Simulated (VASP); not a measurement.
# Mg8HO8 (a cell with a defect) in VASP: single point with PBE

Aim: the single point of Mg8HO8 (a cell with a defect) with PBE.

Program: VASP 6.6.1. These are calculated values, not measurements. Logs are shortened: lines on timing, memory, paths and dates and some standing lists are left out, and cuts for length are marked.

**1. The cell of the first run**

The cell holds a defect, 17 atoms: a = 5.968 Å, b = 5.968 Å, c = 5.968 Å, α = 60.00°, β = 60.00°, γ = 60.00°.

**2. Single point, PBE**

File INCAR:

```
PREC     = Accurate       # precision mode
ENCUT    = 520            # plane-wave cutoff, eV
EDIFF    = 1E-6           # SCF threshold, eV
ISMEAR   = 0              # smearing method
SIGMA    = 0.02           # smearing width, eV
LREAL    = Auto         
LASPH    = True           # aspherical terms in the spheres
NELM     = 100            # most SCF steps
ALGO     = Normal         # electronic algorithm
ISIF     = 2              # what is computed and relaxed
LWAVE    = False          # write WAVECAR
LCHARG   = False          # write CHGCAR
GGA      = PE             # functional
NBANDS   = 46             # bands
NELECT   = 64.0
```

File KPOINTS:

```
Automatic mesh
0
Gamma
  3 3 3
```

File POSCAR:

```
Mg8HO8
1.0
    0.0000000000      4.2202000000      4.2202000000
    4.2202000000      0.0000000000      4.2202000000
    4.2202000000      4.2202000000      0.0000000000
Mg O H
8 8 1
Direct
   -0.0117845126      0.0194270414     -0.0052796076
   -0.0048465713      0.0109723473      0.5010173688
   -0.0180086252      0.5129991470      0.0030410881
   -0.0117858158      0.5046757263      0.5094733662
    0.4890573906      0.0480965357     -0.0352720250
    0.4837776646      0.0109341974      0.5009787451
    0.4928877778      0.5129612341      0.0030036491
    0.4890564428      0.4746682622      0.5381579072
    0.2334378702      0.2744771575      0.2495683854
    0.2334886972      0.2618984882      0.7519335577
    0.2780894270      0.7623295104      0.2523773755
    0.2334392920      0.7595231269      0.7645198095
    0.7433921378      0.2497209848      0.2544162599
    0.7434052888      0.2618965926      0.7519326098
    0.6984391735      0.7623290365      0.2523771385
    0.7433937965      0.7643705275      0.7397631629
    0.4868611677     -0.2361718639      0.2538451969
```

Potentials or basis: VASP PAW PBE potentials, release 64 (Mg, O, H).

Launch:

```console
$ cat potpaw_PBE.64/Mg/POTCAR potpaw_PBE.64/O/POTCAR potpaw_PBE.64/H/POTCAR > POTCAR
$ mpirun -np 1 vasp_std > vasp.out
```

OUTCAR:

```text
PREC = Accurate
   ENCUT = 520
   EDIFF = 1E-6
   ISMEAR = 0
   LREAL = Auto
   LASPH = True
   NELM = 100
   ISIF = 2
   GGA = PE
   NELECT = 64.0

 ion  position               nearest neighbor table
   1  0.988  0.019  0.995-  14 2.06  10 2.06  13 2.07  12 2.07  15 2.31  11 2.31   4 2.90   7 2.95
                             2 2.95   3 2.95   6 2.95   5 2.99   5 2.99   6 3.02   3 3.02   2 3.02
   2  0.995  0.011  0.501-  16 2.10  13 2.10  11 2.11  14 2.12  12 2.12   9 2.12   8 2.90   5 2.90
                             6 2.92   1 2.95   4 2.95   3 2.98   3 2.98   4 3.02   1 3.02   6 3.05
   3  0.982  0.513  0.003-  12 2.10   9 2.10  15 2.11  16 2.12  13 2.12  10 2.12   8 2.91   5 2.91
                             7 2.92   4 2.95   1 2.95   2 2.98   2 2.98   1 3.02   4 3.02   7 3.05
   4  0.988  0.505  0.509-  14 2.06  10 2.06  16 2.07   9 2.07  15 2.31  11 2.31   1 2.90   7 2.95
                             2 2.95   3 2.95   6 2.95   8 2.99   8 2.99   6 3.02   3 3.02   2 3.02
   5  0.489  0.048  0.965-  17 1.71  14 1.98  10 1.98  11 2.12  15 2.12  16 2.15   9 2.16   8 2.55
                             2 2.90   6 2.90   7 2.91   3 2.91   1 2.99   1 2.99   3 3.07   7 3.08
   6  0.484  0.011  0.501-  16 2.10  13 2.10  15 2.11  10 2.12  12 2.12   9 2.12   8 2.90   5 2.90
                             2 2.92   1 2.95   4 2.95   7 2.98   7 2.98   4 3.02   1 3.02   2 3.05
   7  0.493  0.513  0.003-  12 2.10   9 2.10  11 2.11  14 2.12  16 2.12  13 2.12   8 2.91   5 2.91
                             3 2.92   4 2.95   1 2.95   6 2.98   6 2.98   1 3.02   4 3.02   3 3.05
   8  0.489  0.475  0.538-  17 1.71  14 1.98  10 1.98  11 2.12  15 2.12  13 2.15  12 2.16   5 2.55
                             2 2.90   6 2.90   7 2.91   3 2.91   4 2.99   4 2.99   3 3.07   7 3.08
   9  0.233  0.274  0.250-   4 2.07   7 2.10   3 2.10   6 2.12   2 2.12   5 2.16
  10  0.233  0.262  0.752-   8 1.98   5 1.98   4 2.06   1 2.06   6 2.12   3 2.12
  11  0.278  0.762  0.252-  17 1.25   2 2.11   7 2.11   5 2.12   8 2.12   4 2.31   1 2.31
  12  0.233  0.760  0.765-   1 2.07   7 2.10   3 2.10   6 2.12   2 2.12   8 2.16
  13  0.743  0.250  0.254-   1 2.07   2 2.10   6 2.10   3 2.12   7 2.12   8 2.15
  14  0.743  0.262  0.752-   8 1.98   5 1.98   4 2.06   1 2.06   2 2.12   7 2.12
  15  0.698  0.762  0.252-  17 1.25   6 2.11   3 2.11   5 2.12   8 2.12   4 2.31   1 2.31
  16  0.743  0.764  0.740-   4 2.07   2 2.10   6 2.10   3 2.12   7 2.12   5 2.15
  17  0.487  0.764  0.254-  15 1.25  11 1.25   5 1.71   8 1.71

  LATTYP: Found a face centered cubic cell.
 ALAT       =     8.4404000000

  Lattice vectors:

 A1 = (   0.0000000000,   4.2202000000,   4.2202000000)
 A2 = (   4.2202000000,   0.0000000000,   4.2202000000)
 A3 = (   4.2202000000,   4.2202000000,   0.0000000000)

Analysis of symmetry for initial positions (statically):
=====================================================================
 Subroutine PRICEL returns:
 Original cell was already a primitive cell.

 Routine SETGRP: Setting up the symmetry group for a
 face centered cubic supercell.

 Subroutine GETGRP returns: Found  1 space group operations
 (whereof  1 operations were pure point group operations)
 out of a pool of 48 trial point group operations.

The static configuration has the point symmetry C_1 .

Analysis of symmetry for dynamics (positions and initial velocities):
=====================================================================
 Subroutine PRICEL returns:
 Original cell was already a primitive cell.

 Routine SETGRP: Setting up the symmetry group for a
 face centered cubic supercell.

 Subroutine GETGRP returns: Found  1 space group operations
 (whereof  1 operations were pure point group operations)
 out of a pool of 48 trial point group operations.

The dynamic configuration has the point symmetry C_1 .

 Subroutine INISYM returns: Found  1 space group operations
 (whereof  1 operations are pure point group operations),
 and found     1 'primitive' translations

----------------------------------------------------------------------------------------

                                     Primitive cell

  volume of cell :     150.3243

  direct lattice vectors                    reciprocal lattice vectors
     0.000000000  4.220200000  4.220200000    -0.118477797  0.118477797  0.118477797
     4.220200000  0.000000000  4.220200000     0.118477797 -0.118477797  0.118477797
     4.220200000  4.220200000  0.000000000     0.118477797  0.118477797 -0.118477797

  length of vectors
     5.968264076  5.968264076  5.968264076     0.205209564  0.205209564  0.205209564

  position of ions in fractional coordinates (direct lattice)
     0.988215487  0.019427041  0.994720392
[... 53 lines left out ...]
     0.068403188  0.068403188  0.068403188

  Shift w.r.t. Gamma in fractional coordinates (k-lattice)
     0.000000000  0.000000000  0.000000000

 Subroutine IBZKPT returns following result:
 ===========================================

 Found     14 irreducible k-points:

 Following reciprocal coordinates:
            Coordinates               Weight
  0.000000  0.000000  0.000000      1.000000
  0.333333  0.000000  0.000000      2.000000
  0.000000  0.333333  0.000000      2.000000
  0.000000  0.000000  0.333333      2.000000
  0.333333  0.333333  0.333333      2.000000
  0.333333  0.333333  0.000000      2.000000
  0.000000  0.333333  0.333333      2.000000
  0.333333  0.000000  0.333333      2.000000
 -0.333333  0.333333  0.000000      2.000000
  0.000000 -0.333333  0.333333      2.000000
  0.333333  0.000000 -0.333333      2.000000
  0.333333  0.333333 -0.333333      2.000000
 -0.333333  0.333333 -0.333333      2.000000
  0.333333 -0.333333 -0.333333      2.000000
   k-points           NKPTS =     14   k-points in BZ     NKDIM =     14   number of bands    NBANDS=     46
   number of dos      NEDOS =    301   number of ions     NIONS =     17
   total plane-waves  NPLWV = 110592
   dimension x,y,z NGX =    48 NGY =   48 NGZ =   48
   dimension x,y,z NGXF=    96 NGYF=   96 NGZF=   96
   ions per type =               8   8   1
   NGX,Y,Z   is equivalent  to a cutoff of  13.37, 13.37, 13.37 a.u.
   NGXF,Y,Z  is equivalent  to a cutoff of  26.74, 26.74, 26.74 a.u.
 SYSTEM =  unknown system
   PREC   = accura    normal or accurate (medium, high low for compatibility)
   ISTART =      0    job   : 0-new  1-cont  2-samecut
   ICHARG =      2    charge: 1-file 2-atom 10-const
   ISPIN  =      1    spin polarized calculation?
   LNONCOLLINEAR =      F non collinear calculations
   LSORBIT =      F    spin-orbit coupling
   LASPH  =      T    aspherical Exc in radial PAW
   ENCUT  =  520.0 eV  38.22 Ry    6.18 a.u.  11.10 11.10 11.10*2*pi/ulx,y,z
   NELM   =    100;   NELMIN=  2; NELMDL= -5     # of ELM steps
   EDIFF  = 0.1E-05   stopping-criterion for ELM
   LREAL  =      T    real-space projection
   EDIFFG = 0.1E-04   stopping-criterion for IOM
   NSW    =      0    number of steps for IOM
   IBRION =     -1    ionic relax: 0-MD 1-quasi-New 2-CG
   NFREE  =      0    steps in history (QN), initial steepest desc. (CG)
   ISIF   =      2    stress and relaxation
   ISYM   =      2    0-nonsym 1-usesym 2-fastsym
   POTIM  = 0.5000    time-step for ionic-motion
   TEBEG  =    0.0;   TEEND  =   0.0 temperature during run
   PSTRESS=    0.0 pullay stress
   NELECT =      64.0000    total number of electrons
   NUPDOWN=      -1.0000    fix difference up-down
   EMIN   =  10.00;   EMAX   =-10.00  energy-range for DOS
   EFERMI =   0.00;   METHOD = LEGACY
   ISMEAR =     0;   SIGMA  =   0.02  broadening in eV -4-tet -1-fermi 0-gaus
   EFERMI_NEDOS =   21; number of points for ismear=-14 and -15
   IALGO  =     38    algorithm
   IMIX   =      4    mixing-type and parameters
     AMIX     =   0.40;   BMIX     =  1.00
     AMIX_MAG =   1.60;   BMIX_MAG =  1.00
  volume/ion in A,a.u.               =       8.84        59.67
  Fermi-wavevector in a.u.,A,eV,Ry     =   1.231568  2.327326 20.636775  1.516760
  Thomas-Fermi vector in A             =   2.366373
   LORBIT       =      0    0 simple, 1 ext, 2 COOP (PROOUT), +10 PAW based schemes
   GGA     = PE    functional components
   LHFCALC =     F    Hartree Fock is set to
   AEXX    =    0.0000 exact exchange contribution
   IVDW    =     0    specifies the selected vdW correction
   LEPSILON=     F    determine dielectric tensor
   LRPA    =     F    only Hartree local field effects (RPA)
 non-spin polarized calculation
 Gauss-broadening in eV      SIGMA  =   0.02
  energy-cutoff  :      520.00
  volume of cell :      150.32
 maximum number of plane-waves:      4056
 NGX is ok and might be reduce to    48
   NGX = 23   NGY = 23   NGZ = 23

 number of electron      63.9999998 magnetization

 Free energy of the ion-electron system (eV)
  ---------------------------------------------------
  ext. energy  EPLUGINS =         0.00000000
  ---------------------------------------------------
  free energy    TOTEN  =      -101.89032118 eV

  energy without entropy =     -101.89032118  energy(sigma->0) =     -101.89032118

 E-fermi :   3.4015     XC(G=0): -11.0215

 val. band max:        3.2190425000   @ k =   0.0000   0.0000   0.0000
 cond. band min:       7.5595813029   @ k =   0.0000   0.0000   0.0000
 fundamental gap:      4.3405388028
 Fermi energy:         3.4015312090

 k-point     1 :       0.0000    0.0000    0.0000
  band No.  band energies     occupation
      1     -15.0932      2.00000
      2     -13.5074      2.00000
      3     -13.4522      2.00000
      4     -12.8621      2.00000
      5     -12.5117      2.00000
      6     -12.4408      2.00000
[... 647 lines left out ...]
     43      14.4516      0.00000
     44      14.6527      0.00000
 [bands above 44 left out]

------------------------ aborting loop because EDIFF is reached ----------------------------------------

  FORCE on cell =-STRESS in cart. coord.  units (eV):
  Direction    XX          YY          ZZ          XY          YZ          ZX
  --------------------------------------------------------------------------------------
  -------------------------------------------------------------------------------------
  Total       -3.6967656      0.5683925      0.5703911      0.0025138     -6.8886454     -0.0003208
  in kB      -39.4006511      6.0580081      6.0793093      0.0267925    -73.4201578     -0.0034190
  external PRESSURE =      -9.0877779 kB  Pullay stress =       0.0000000 kB

 VOLUME and BASIS-vectors are now :
 -----------------------------------------------------------------------------
  energy-cutoff  :      520.00
  volume of cell :      150.32
      direct lattice vectors                 reciprocal lattice vectors
     0.000000000  4.220200000  4.220200000    -0.118477797  0.118477797  0.118477797
     4.220200000  0.000000000  4.220200000     0.118477797 -0.118477797  0.118477797
     4.220200000  4.220200000  0.000000000     0.118477797  0.118477797 -0.118477797

 POSITION                                       TOTAL-FORCE (eV/Angst)
 -----------------------------------------------------------------------------------
      4.27991      8.36839      4.25245         0.002264     -0.006120      0.022118
      2.16070      6.31414      4.24605         0.009047     -0.002918     -0.002721
      2.17779      4.15703      6.30916        -0.023319     -0.000556     -0.000354
      4.27991      6.32054      6.30029         0.001558      0.021726     -0.005018
      4.27432      6.13526      2.26690         0.007253     -0.032612      0.014456
      2.16037      4.15587      2.08778         0.025586      0.004274      0.004540
[... 9 lines left out ...]
      6.34775      6.25922      6.36307         0.006715     -0.001589     -0.002655
      4.29478      3.12593      5.27816        -0.020427     -0.000796     -0.003985
 -----------------------------------------------------------------------------------
    total drift:                               -0.001353     -0.001021     -0.004919

  FREE ENERGIE OF THE ION-ELECTRON SYSTEM (eV)
  ---------------------------------------------------
  free  energy   TOTEN  =      -101.8903211765 eV

  energy  without entropy=     -101.8903211765  energy(sigma->0) =     -101.89032118
```

Run time: 4.5 min. Hardware: 1 thread of AMD EPYC 9R45 (Zen 5), shared host; peak memory 0.31 GiB.

Results:

```
Free energy   : -101.8903 eV
Largest force : 0.036 eV/Å
```

Forces on the atoms (eV/Å):
```
Mg   0.002 -0.006  0.022
Mg   0.009 -0.003 -0.003
Mg  -0.023 -0.001  0.000
Mg   0.002  0.022 -0.005
Mg   0.007 -0.033  0.014
Mg   0.026  0.004  0.005
Mg  -0.007  0.002  0.002
Mg   0.007  0.011 -0.031
O   -0.009  0.001 -0.001
O    0.003  0.007  0.007
O   -0.002 -0.014 -0.013
O   -0.010 -0.002  0.003
O    0.008 -0.002 -0.001
O    0.003  0.001 -0.003
O   -0.001  0.014  0.013
O    0.007 -0.002 -0.003
H   -0.020 -0.001 -0.004
```

Caveat: the k points lie up to 0.43 Å⁻¹ apart; the cell carries a net charge on a neutralising background, which shifts energy and pressure; the cell is charged against a uniform background, so pressure and absolute levels hang on convention.
